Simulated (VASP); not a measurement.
# SnTe (F-43m) in VASP: single point with LDA

Aim: the single point of SnTe with LDA.

Everything below comes from runs of VASP 6.6.1. Logs are shortened: lines on timing, memory, paths and dates and some standing lists are left out, and cuts for length are marked.

**1. The cell of the first run**

Symmetry: F-43m, No. 216, cubic system. The conventional cell has a = 7.222 Å, b = 7.222 Å, c = 7.222 Å, α = 90.00°, β = 90.00°, γ = 90.00°. Within 4.1 Å of Sn (site symmetry -43m) lie 4 Te at 3.13 Å. Te (site symmetry -43m) has 4 Sn at 3.13 Å within 4.1 Å.

**2. Single point, LDA**

The input, INCAR:

```
SYSTEM = SnTe
  PREC = Accurate
  ENCUT = 520
  EDIFF = 1E-6
  ISMEAR = 0
  SIGMA = 0.1
  LREAL = .FALSE.
  LASPH = .TRUE.
  NELM = 80
  ALGO = Normal
  ISIF = 2
  LWAVE = .FALSE.
  LCHARG = .FALSE.
  GGA = CA
  NBANDS = 17
```

The input, KPOINTS:

```
regular mesh
0
G
  4 4 4
  0 0 0
```

The input, POSCAR:

```
SnTe
1.0
    0.0000000000      3.6111460000      3.6111460000
    3.6111460000      0.0000000000      3.6111460000
    3.6111460000      3.6111460000      0.0000000000
Sn Te
1 1
Direct
    0.0000000000      0.0000000000      0.0000000000
    0.7500000000      0.7500000000      0.7500000000
```

Potentials or basis: VASP PAW LDA potentials, release 64 (Sn_d, Te).

Launch:

```
$ cat potpaw_LDA.64/Sn_d/POTCAR potpaw_LDA.64/Te/POTCAR > POTCAR
$ mpirun -np 1 vasp_std > vasp.out
```

OUTCAR:

```text
SYSTEM = SnTe
   PREC = Accurate
   ENCUT = 520
   EDIFF = 1E-6
   ISMEAR = 0
   LREAL = .FALSE.
   LASPH = .TRUE.
   NELM = 80
   ISIF = 2
   GGA = CA

 ion  position               nearest neighbor table
   1  0.000  0.000  0.000-   2 3.13   2 3.13   2 3.13   2 3.13
   2  0.750  0.750  0.750-   1 3.13   1 3.13   1 3.13   1 3.13

  LATTYP: Found a face centered cubic cell.
 ALAT       =     7.2222920000

  Lattice vectors:

 A1 = (   0.0000000000,   3.6111460000,   3.6111460000)
 A2 = (   3.6111460000,   0.0000000000,   3.6111460000)
 A3 = (   3.6111460000,   3.6111460000,   0.0000000000)

Analysis of symmetry for initial positions (statically):
=====================================================================
 Subroutine PRICEL returns:
 Original cell was already a primitive cell.

 Routine SETGRP: Setting up the symmetry group for a
 face centered cubic supercell.

 Subroutine GETGRP returns: Found 24 space group operations
 (whereof 24 operations were pure point group operations)
 out of a pool of 48 trial point group operations.

The static configuration has the point symmetry T_d .

Analysis of symmetry for dynamics (positions and initial velocities):
=====================================================================
 Subroutine PRICEL returns:
 Original cell was already a primitive cell.

 Routine SETGRP: Setting up the symmetry group for a
 face centered cubic supercell.

 Subroutine GETGRP returns: Found 24 space group operations
 (whereof 24 operations were pure point group operations)
 out of a pool of 48 trial point group operations.

The dynamic configuration has the point symmetry T_d .

 Subroutine INISYM returns: Found 24 space group operations
 (whereof 24 operations are pure point group operations),
 and found     1 'primitive' translations

----------------------------------------------------------------------------------------

                                     Primitive cell

  volume of cell :      94.1814

  direct lattice vectors                    reciprocal lattice vectors
     0.000000000  3.611146000  3.611146000    -0.138460201  0.138460201  0.138460201
     3.611146000  0.000000000  3.611146000     0.138460201 -0.138460201  0.138460201
     3.611146000  3.611146000  0.000000000     0.138460201  0.138460201 -0.138460201

  length of vectors
     5.106931649  5.106931649  5.106931649     0.239820102  0.239820102  0.239820102

  position of ions in fractional coordinates (direct lattice)
     0.000000000  0.000000000  0.000000000
     0.750000000  0.750000000  0.750000000

  ion indices of the primitive-cell ions
   primitive index   ion index
                 1           1
                 2           2

----------------------------------------------------------------------------------------

 KPOINTS: regular mesh

Automatic generation of k-mesh.
 Grid dimensions read from file:
 generate k-points for:    4    4    4

 Generating k-lattice:

  Cartesian coordinates                     Fractional coordinates (reciprocal lattice)
    -0.034615050  0.034615050  0.034615050     0.250000000  0.000000000  0.000000000
     0.034615050 -0.034615050  0.034615050     0.000000000  0.250000000  0.000000000
     0.034615050  0.034615050 -0.034615050     0.000000000  0.000000000  0.250000000

  Length of vectors
     0.059955026  0.059955026  0.059955026

  Shift w.r.t. Gamma in fractional coordinates (k-lattice)
     0.000000000  0.000000000  0.000000000

 Subroutine IBZKPT returns following result:
 ===========================================

 Found      8 irreducible k-points:

 Following reciprocal coordinates:
            Coordinates               Weight
  0.000000  0.000000  0.000000      1.000000
  0.250000  0.000000  0.000000      8.000000
  0.500000  0.000000  0.000000      4.000000
  0.250000  0.250000  0.000000      6.000000
  0.500000  0.250000  0.000000     24.000000
 -0.250000  0.250000  0.000000     12.000000
  0.500000  0.500000  0.000000      3.000000
 -0.250000  0.500000  0.250000      6.000000
   k-points           NKPTS =      8   k-points in BZ     NKDIM =      8   number of bands    NBANDS=     17
   number of dos      NEDOS =    301   number of ions     NIONS =      2
   total plane-waves  NPLWV =  64000
   dimension x,y,z NGX =    40 NGY =   40 NGZ =   40
   dimension x,y,z NGXF=    80 NGYF=   80 NGZF=   80
   ions per type =               1   1
   NGX,Y,Z   is equivalent  to a cutoff of  13.02, 13.02, 13.02 a.u.
   NGXF,Y,Z  is equivalent  to a cutoff of  26.04, 26.04, 26.04 a.u.
 SYSTEM =  SnTe
   PREC   = accura    normal or accurate (medium, high low for compatibility)
   ISTART =      0    job   : 0-new  1-cont  2-samecut
   ICHARG =      2    charge: 1-file 2-atom 10-const
   ISPIN  =      1    spin polarized calculation?
   LNONCOLLINEAR =      F non collinear calculations
   LSORBIT =      F    spin-orbit coupling
   LASPH  =      T    aspherical Exc in radial PAW
   ENCUT  =  520.0 eV  38.22 Ry    6.18 a.u.   9.50  9.50  9.50*2*pi/ulx,y,z
   NELM   =     80;   NELMIN=  2; NELMDL= -5     # of ELM steps
   EDIFF  = 0.1E-05   stopping-criterion for ELM
   LREAL  =      F    real-space projection
   EDIFFG = 0.1E-04   stopping-criterion for IOM
   NSW    =      0    number of steps for IOM
   IBRION =     -1    ionic relax: 0-MD 1-quasi-New 2-CG
   NFREE  =      0    steps in history (QN), initial steepest desc. (CG)
   ISIF   =      2    stress and relaxation
   ISYM   =      2    0-nonsym 1-usesym 2-fastsym
   POTIM  = 0.5000    time-step for ionic-motion
   TEBEG  =    0.0;   TEEND  =   0.0 temperature during run
   PSTRESS=    0.0 pullay stress
   NELECT =      20.0000    total number of electrons
   NUPDOWN=      -1.0000    fix difference up-down
   EMIN   =  10.00;   EMAX   =-10.00  energy-range for DOS
   EFERMI =   0.00;   METHOD = LEGACY
   ISMEAR =     0;   SIGMA  =   0.10  broadening in eV -4-tet -1-fermi 0-gaus
   EFERMI_NEDOS =   21; number of points for ismear=-14 and -15
   IALGO  =     38    algorithm
   IMIX   =      4    mixing-type and parameters
     AMIX     =   0.40;   BMIX     =  1.00
     AMIX_MAG =   1.60;   BMIX_MAG =  1.00
  volume/ion in A,a.u.               =      47.09       317.78
  Fermi-wavevector in a.u.,A,eV,Ry     =   0.976704  1.845704 12.979296  0.953951
  Thomas-Fermi vector in A             =   2.107344
   LORBIT       =      0    0 simple, 1 ext, 2 COOP (PROOUT), +10 PAW based schemes
   GGA     = CA    functional components
   LHFCALC =     F    Hartree Fock is set to
   AEXX    =    0.0000 exact exchange contribution
   IVDW    =     0    specifies the selected vdW correction
   LEPSILON=     F    determine dielectric tensor
   LRPA    =     F    only Hartree local field effects (RPA)
 non-spin polarized calculation
 Gauss-broadening in eV      SIGMA  =   0.10
  energy-cutoff  :      520.00
  volume of cell :       94.18
 maximum number of plane-waves:      2637
 NGX is ok and might be reduce to    40
   NGX = 19   NGY = 19   NGZ = 19

 number of electron      19.9999999 magnetization

 Free energy of the ion-electron system (eV)
  ---------------------------------------------------
  ext. energy  EPLUGINS =         0.00000000
  ---------------------------------------------------
  free energy    TOTEN  =        -8.01157880 eV

  energy without entropy =       -8.00442578  energy(sigma->0) =       -8.00800229

 E-fermi :   2.9465     XC(G=0):  -7.8187

 val. band max:        2.9317512077   @ k =   0.5000   0.5000   0.0000
 cond. band min:       3.1880918686   @ k =   0.2500   0.2500   0.0000
 fundamental gap:      0.2563406609
 Fermi energy:         2.9464728318

 k-point     1 :       0.0000    0.0000    0.0000
  band No.  band energies     occupation
      1     -18.7867      2.00000
      2     -18.7867      2.00000
      3     -18.7867      2.00000
      4     -18.7763      2.00000
      5     -18.7763      2.00000
      6      -8.6775      2.00000
      7      -2.3788      2.00000
      8       0.9828      2.00000
      9       0.9828      2.00000
     10       0.9828      2.00000
     11       3.8874      0.00000
     12       3.8874      0.00000
     13       3.8874      0.00000
     14       6.7996      0.00000
     15       9.3518      0.00000
     16       9.3518      0.00000
     17      10.3945      0.00000

 k-point     2 :       0.2500    0.0000    0.0000
  band No.  band energies     occupation
      1     -18.7873      2.00000
      2     -18.7859      2.00000
      3     -18.7859      2.00000
      4     -18.7762      2.00000
      5     -18.7762      2.00000
      6      -8.4398      2.00000
      7      -3.3263      2.00000
      8       0.6819      2.00000
      9       0.6819      2.00000
     10       1.0158      2.00000
     11       4.3777      0.00000
     12       4.3777      0.00000
     13       4.5822      0.00000
     14       8.0866      0.00000
     15       8.7354      0.00000
     16       8.7354      0.00000
     17       9.9015      0.00000

 k-point     3 :       0.5000    0.0000    0.0000
  band No.  band energies     occupation
      1     -18.7880      2.00000
      2     -18.7853      2.00000
      3     -18.7853      2.00000
      4     -18.7761      2.00000
      5     -18.7761      2.00000
      6      -8.1454      2.00000
      7      -4.1416      2.00000
      8       0.4496      2.00000
      9       0.4496      2.00000
     10       0.8097      2.00000
     11       4.6813      0.00000
     12       4.6813      0.00000
     13       6.2128      0.00000
     14       8.3835      0.00000
     15       9.1250      0.00000
     16       9.7390      0.00000
     17       9.7390      0.00000

 k-point     4 :       0.2500    0.2500    0.0000
  band No.  band energies     occupation
      1     -18.7884      2.00000
      2     -18.7852      2.00000
      3     -18.7852      2.00000
      4     -18.7766      2.00000
      5     -18.7758      2.00000
      6      -8.3550      2.00000
      7      -3.5372      2.00000
      8       0.2661      2.00000
      9       0.2661      2.00000
     10       1.9615      2.00000
     11       3.1881      0.00063
     12       5.2295      0.00000
     13       5.2295      0.00000
     14       7.3739      0.00000
     15       8.8930      0.00000
     16       9.9556      0.00000
     17      11.6623      0.00000

 k-point     5 :       0.5000    0.2500    0.0000
  band No.  band energies     occupation
      1     -18.7889      2.00000
      2     -18.7847      2.00000
      3     -18.7845      2.00000
      4     -18.7766      2.00000
      5     -18.7758      2.00000
      6      -8.0456      2.00000
      7      -4.2733      2.00000
      8      -0.4171      2.00000
      9       0.0803      2.00000
     10       2.1968      2.00000
     11       3.9598      0.00000
     12       5.6545      0.00000
     13       5.6802      0.00000
     14       8.0840      0.00000
     15       9.2513      0.00000
     16      10.0160      0.00000
     17      10.8394      0.00000

 k-point     6 :      -0.2500    0.2500    0.0000
  band No.  band energies     occupation
      1     -18.7881      2.00000
      2     -18.7852      2.00000
      3     -18.7851      2.00000
      4     -18.7762      2.00000
      5     -18.7761      2.00000
      6      -8.1544      2.00000
      7      -4.0450      2.00000
      8      -0.4252      2.00000
      9       0.4308      2.00000
     10       1.9678      2.00000
     11       4.6302      0.00000
     12       4.9126      0.00000
     13       5.2145      0.00000
     14       8.3827      0.00000
     15       8.4657      0.00000
     16       9.6183      0.00000
     17      10.9056      0.00000

 k-point     7 :       0.5000    0.5000    0.0000
  band No.  band energies     occupation
      1     -18.7901      2.00000
      2     -18.7838      2.00000
      3     -18.7838      2.00000
      4     -18.7770      2.00000
      5     -18.7754      2.00000
      6      -7.9307      2.00000
      7      -4.4956      2.00000
      8      -0.2110      2.00000
      9      -0.2110      2.00000
     10       2.1888      2.00000
     11       2.9318      1.16492
     12       6.7297      0.00000
     13       6.7297      0.00000
     14       8.1871      0.00000
     15       9.1763      0.00000
     16      11.0395      0.00000
     17      11.0395      0.00000

 k-point     8 :      -0.2500    0.5000    0.2500
  band No.  band energies     occupation
      1     -18.7890      2.00000
      2     -18.7849      2.00000
      3     -18.7838      2.00000
      4     -18.7766      2.00000
      5     -18.7758      2.00000
      6      -7.9277      2.00000
      7      -4.4762      2.00000
      8      -0.4799      2.00000
      9      -0.3932      2.00000
     10       2.9077      1.41691
     11       4.1848      0.00000
     12       5.0617      0.00000
     13       5.9694      0.00000
     14       8.0930      0.00000
     15       9.1095      0.00000
     16      10.7167      0.00000
     17      10.7404      0.00000

------------------------ aborting loop because EDIFF is reached ----------------------------------------

  FORCE on cell =-STRESS in cart. coord.  units (eV):
  Direction    XX          YY          ZZ          XY          YZ          ZX
  --------------------------------------------------------------------------------------
  -------------------------------------------------------------------------------------
  Total       -1.4777145     -1.4777145     -1.4777145      0.0000000     -0.0000000      0.0000000
  in kB      -25.1383046    -25.1383046    -25.1383046      0.0000000     -0.0000000      0.0000000
  external PRESSURE =     -25.1383046 kB  Pullay stress =       0.0000000 kB

 VOLUME and BASIS-vectors are now :
 -----------------------------------------------------------------------------
  energy-cutoff  :      520.00
  volume of cell :       94.18
      direct lattice vectors                 reciprocal lattice vectors
     0.000000000  3.611146000  3.611146000    -0.138460201  0.138460201  0.138460201
     3.611146000  0.000000000  3.611146000     0.138460201 -0.138460201  0.138460201
     3.611146000  3.611146000  0.000000000     0.138460201  0.138460201 -0.138460201

 POSITION                                       TOTAL-FORCE (eV/Angst)
 -----------------------------------------------------------------------------------
      0.00000      0.00000      0.00000         0.000000      0.000000      0.000000
      5.41672      5.41672      5.41672        -0.000000     -0.000000     -0.000000
 -----------------------------------------------------------------------------------
    total drift:                                0.000000      0.000000      0.000000

  FREE ENERGIE OF THE ION-ELECTRON SYSTEM (eV)
  ---------------------------------------------------
  free  energy   TOTEN  =        -8.0115788003 eV

  energy  without entropy=       -8.0044257838  energy(sigma->0) =       -8.00800229
```

Run time: 24 s. Hardware: 1 thread of AMD EPYC 9R45, shared host; peak memory 0.16 GiB.

Results:

```
Free energy : -8.0116 eV
Pressure    : -2.5 GPa
```

Caveat: the k points lie up to 0.38 Å⁻¹ apart; spin-orbit coupling is left out, which moves the levels of the heavy elements.
